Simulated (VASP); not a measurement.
As: single point with BLYP

Crystal: As.

```
As
1.0
     4.80778    0.00000    0.00000
    -2.40389    4.16366    0.00000
     0.00000    0.00000    2.80019
As
3
Direct
  0.00000 0.00000 0.00000
  0.33333 0.66667 0.50000
  0.66667 0.33333 0.50000
```

This isn't the form of As at room conditions, which is rhombohedral.

```yaml
Program: VASP 6.6.1
Task: single point
Functional: BLYP
Potentials_or_basis: VASP PAW PBE potentials, release 64 (As)
Cutoff: 520 eV
k_mesh: 8 × 8 × 12
Occupations: fermi-dirac, width 0.1 eV
Spin: no spin polarisation
Dipole_correction: no
Further_INCAR_settings: ALGO = Normal; EDIFF = 1e-06; NBANDS = 14
```

```json
{"Pressure": "10.9 GPa", "Band gap on the k mesh": "zero (an odd number of electrons rules out a gap without spin polarisation)"}
```

Stress tensor (GPa, compression positive):
```
11.11  0.00  0.00
 0.00 11.11  0.00
 0.00  0.00 10.55
```

Levels at points of the mesh, in eV from the Fermi level:
```csv
k point,band 6,band 7,band 8,band 9,band 10,band 11
"(0.00, 0.00, 0.00)",-4.32,-4.32,2.54,5.61,5.61,6.56
"(0.50, 0.00, 0.00)",-1.09,1.06,1.52,2.30,4.25,4.28
"(0.00, 0.00, 0.50)",-2.56,-2.28,-2.28,-0.45,-0.45,0.78
"(0.50, 0.00, 0.50)",-3.84,-3.22,-1.04,1.44,2.35,2.96
```

It took 65 s on 1 thread of AMD EPYC 7R13, on a shared host, peak memory 0.17 GiB.

Caveat: the cell stands under pressure; the PAW data sets were made with another functional, which shifts forces and pressure a little.
